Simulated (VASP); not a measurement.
Input of a VASP 6.6.1 run:

POSCAR

```
CuRu
1.0
    2.9790144876      0.0000000000      0.0000000000
    0.0000000000      2.9790144876      0.0000000000
    0.0000000000      0.0000000000      2.9790144876
Cu Ru
1 1
Direct
    0.0000000000      0.0000000000      0.0000000000
    0.5000000000      0.5000000000      0.5000000000
```

The input INCAR.step1:

```
SYSTEM = CuRu
PREC = Accurate
ENCUT = 600
ISMEAR = 0
SIGMA = 0.1
LREAL = .FALSE.
LASPH = .TRUE.
NELM = 80
GGA = PE
ALGO = Normal
EDIFF = 1E-4
LWAVE = .TRUE.
LCHARG = .FALSE.
```

The input INCAR.step2:

```
SYSTEM = CuRu
PREC = Accurate
ENCUT = 600
EDIFF = 1E-7
ISMEAR = 0
SIGMA = 0.1
LREAL = .FALSE.
LASPH = .TRUE.
NELM = 80
ALGO = Normal
ISIF = 3
LWAVE = .FALSE.
LCHARG = .FALSE.
METAGGA = R2SCAN
LMIXTAU = .TRUE.
IBRION = 2
NSW = 90
EDIFFG = -0.04
ISTART = 1
```

The input KPOINTS:

```
regular mesh
0
G
  6 6 6
  0 0 0
```

Potentials or basis: VASP PAW PBE potentials, release 64 (Cu, Ru_pv).

Launch:

```bash
$ cat potpaw_PBE.64/Cu/POTCAR potpaw_PBE.64/Ru_pv/POTCAR > POTCAR
$ cp INCAR.step1 INCAR
$ mpirun -np 1 vasp_std > vasp.out
$ cp INCAR.step2 INCAR
$ mpirun -np 1 vasp_std > vasp.out
```

**Question.** Estimate the relaxed cell.

**Answer.** a = 2.935 Å, b = 2.935 Å, c = 2.935 Å, α = 90.00°, β = 90.00°, γ = 90.00°.

**Question.** What does it give for the space group after relaxing (to 0.05 Å)?

**Answer.** Pm-3m (No. 221).

**Question.** Predict the relaxed volume.

**Answer.** 12.64 Å³/atom.

The path:
```csv
step,energy change (eV),largest force (eV/Å),pressure (GPa),volume (Å³)
1,0.0000,0.0000,-9.74,26.44
2,0.0693,0.0000,20.73,23.48
3,-0.0375,0.0000,-0.23,25.28
```

Caveat: the PAW data sets were made with another functional, which shifts forces and pressure a little.
